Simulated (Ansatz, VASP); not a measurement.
## MnSb in VASP and in Ansatz

```
Sb Mn
1.0
     4.17748    0.00000    0.00000
    -2.08874    3.61781    0.00000
     0.00000    0.00000    5.81828
Sb Mn
2 2
Direct
  0.66667 0.33333 0.75000
  0.33333 0.66667 0.25000
  0.00000 0.00000 0.50000
  0.00000 0.00000 0.00000
```

Alike in both runs: task single point; functional RPBE; k mesh 7 × 7 × 5; occupations fermi-dirac, width 0.05 eV; collinear spin.

|  | VASP | Ansatz |
| --- | --- | --- |
| version | VASP 6.6.1 | Ansatz 0.2.0 |
| potentials or method | VASP PAW PBE potentials, release 64 (Sb, Mn_pv) | Ansatz PAW |
| plane-wave cutoff (eV) | 520 | 420 |
| valence electrons in the cell | 36 | 60 |

VASP gave:

* gap on the k mesh at the Fermi level (eV): none
* pressure (GPa): -1.4
* traceless stress, the component that is largest in VASP (GPa): -0.48
* net moment per atom (μB): 1.73
* size of the moment on the site where the two differ most (μB): 3.51

**Question.** Estimate Ansatz's values.

**Answer.** gap on the k mesh at the Fermi level (eV): none; pressure (GPa): -1.3; traceless stress, the component that is largest in VASP (GPa): -0.49; net moment per atom (μB): 1.73; size of the moment on the site where the two differ most (μB): 3.55.

VASP's potentials were made for PBE, not for RPBE. Site moments also hang on the region over which each program counts them. A gap of «none» marks a metal or a gap that the smearing closes. The functional is the same, so the differences come from potentials, cutoffs and numerics. VASP's potentials hold 36 valence electrons a cell and Ansatz's 60, so a difference there can come from the potentials and not from the codes.

Neither program's run includes spin-orbit coupling.
